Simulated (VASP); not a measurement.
A run of VASP 6.6.1:

INCAR

```
SYSTEM = Zr
PREC = Accurate ; ENCUT = 520
EDIFF = 1E-6 ; ISMEAR = -1
SIGMA = 0.1 ; LREAL = .False.
LASPH = .True. ; NELM = 60
ALGO = Normal ; ISIF = 2
LWAVE = .False. ; LCHARG = .False.
NBANDS = 12
```

The input KPOINTS:

```
regular mesh
0
Gamma
  14 14 14
  0 0 0
```

The input POSCAR:

```
Zr
1.0
    0.0000000000      2.1169348754      2.1169348754
    2.1169348754      0.0000000000      2.1169348754
    2.1169348754      2.1169348754      0.0000000000
Zr
1
Direct
    0.0000000000      0.0000000000      0.0000000000
```

Potentials or basis: VASP PAW LDA potentials, release 64 (Zr_sv).

Command:

```bash
$ cat potpaw_LDA.64/Zr_sv/POTCAR > POTCAR
$ mpirun -np 1 vasp_std > vasp.out
```

Hardware: 1 thread of AMD EPYC 9R45 96-Core Processor (Zen 5), with other jobs on the host.

Question: Estimate the wall time of this run.

Answer: Run time: 11 s on 1 thread of AMD EPYC 9R45 96-Core Processor (Zen 5) (shared host), peak memory 0.11 GiB. Counts: scf iterations 12, k points 104.
